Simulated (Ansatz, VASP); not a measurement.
# MgO in VASP and in Ansatz

```xyz
4
Lattice="3.1567 0.0000 0.0000 -1.5783 2.7338 0.0000 0.0000 0.0000 5.2644" Properties=species:S:1:pos:R:3 pbc="T T T"
Mg    0.0000    1.8225    0.0035
Mg    1.5783    0.9113    2.6357
O     0.0000    1.8225    1.9706
O     1.5783    0.9113    4.6028
```

Change from the starting cell: epitaxial_xy strain -4.0%.

Alike in both runs: task single point; functional r2SCAN; k mesh 12 × 12 × 6; no spin polarisation.

|  | VASP | Ansatz |
| --- | --- | --- |
| version | VASP 6.6.1 | Ansatz 0.2.0 |
| potentials or method | VASP PAW PBE potentials, release 64 (Mg, O) | plane waves, PAW |
| plane-wave cutoff (eV) | 520 | 500 |
| occupations | gaussian, width 0.01 eV | fixed |
| valence electrons in the cell | 16 | 32 |

|  | VASP | Ansatz | Ansatz less VASP |
| --- | --- | --- | --- |
| gap on the k mesh at the Fermi level (eV) | 4.63 | 4.64 | +0.014 |
| pressure (GPa) | 5.5 | 6.0 | +0.47 |
| traceless stress, the component that is largest in VASP (GPa) | -6.08 | -6.00 | +0.081 |

VASP's potentials were made for PBE, not for r2SCAN. VASP's potentials hold 16 valence electrons a cell and Ansatz's 32, so a difference there can come from the potentials and not from the codes.
